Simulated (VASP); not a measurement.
Set up this calculation in VASP 6.6.1, as the native input.

```yaml
Task: single point
Functional: LDA
Potentials_or_basis: VASP PAW LDA potentials, release 64 (Mo_sv)
Cutoff: 500 eV
k_mesh: 9 × 9 × 9
Occupations: fermi-dirac, width 0.15 eV
Spin: no spin polarisation
Dipole_correction: no
Further_INCAR_settings: ALGO = Normal; EDIFF = 1e-06; NBANDS = 13
```

The structure of Mo lies in POSCAR:

```
Mo
1.0
    2.7355100000      0.0000000000      0.0000000000
   -1.3677550000      2.3690210000      0.0000000000
    0.0000000000      0.0000000000      2.5551810000
Mo
1
Direct
    0.0000000000      0.0000000000      0.5000000000
```

One way to write it, as run:

INCAR

```
ALGO = Normal
EDIFF = 1E-6
ENCUT = 500
GGA = CA
GGA_COMPAT = False
ISIF = 2
ISMEAR = -1
LASPH = True
LCHARG = False
LREAL = False
LWAVE = False
NBANDS = 13
NELM = 120
PREC = Accurate
SIGMA = 0.15
```

KPOINTS

```
k-points
0
Gamma
  9 9 9
```

Potentials or basis: VASP PAW LDA potentials, release 64 (Mo_sv).

Run with:

```console
$ cat potpaw_LDA.64/Mo_sv/POTCAR > POTCAR
$ mpirun -np 1 vasp_std > vasp.out
```

Results of the run:

```json
{
 "Pressure": "-5.9 GPa",
 "Band gap on the k mesh": "zero (band 7 reaches 12.25 eV, above the bottom of band 8 at 10.51 eV)"
}
```

Run time: 5.5 s on 1 thread of Intel(R) Xeon(R) Platinum 8488C (Sapphire Rapids), on a shared host, peak memory 0.12 GiB.
